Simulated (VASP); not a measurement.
A run of VASP 6.6.1:

INCAR

```
ALGO = Fast ; EDIFF = 1E-7
ENCUT = 520 ; GGA = PE
ISIF = 2 ; ISMEAR = 0
LASPH = True ; LCHARG = False
LREAL = False ; LWAVE = False
NBANDS = 16 ; NELM = 60
PREC = Accurate ; SIGMA = 0.1
```

KPOINTS

```
k-points
0
Gamma
  10 22 22
```

Contents of POSCAR:

```
NaTa
1.0
    5.9622745132      0.0000000000      0.0000000000
    0.0000000000      1.3538685249      2.6247912484
    0.0000000000     -1.3538685249      2.6247912484
Na Ta
1 1
Direct
    0.0000000000      0.0201282067      0.0201282067
    0.5000000000      0.7297544159      0.7297544159
```

Potentials or basis: VASP PAW PBE potentials, release 64 (Na_pv, Ta_pv).

Launch:

```bash
$ cat potpaw_PBE.64/Na_pv/POTCAR potpaw_PBE.64/Ta_pv/POTCAR > POTCAR
$ mpirun -np 1 vasp_std > vasp.out
```

Hardware: 1 thread of Intel(R) Xeon(R) 6975P-C (Granite Rapids) (shared host).

How long does it take, and how much memory?

Wall time 3.2 min on 1 thread of Intel(R) Xeon(R) 6975P-C (Granite Rapids) (shared host), peak memory 0.6 GiB. Counts: scf iterations 16, k points 798.
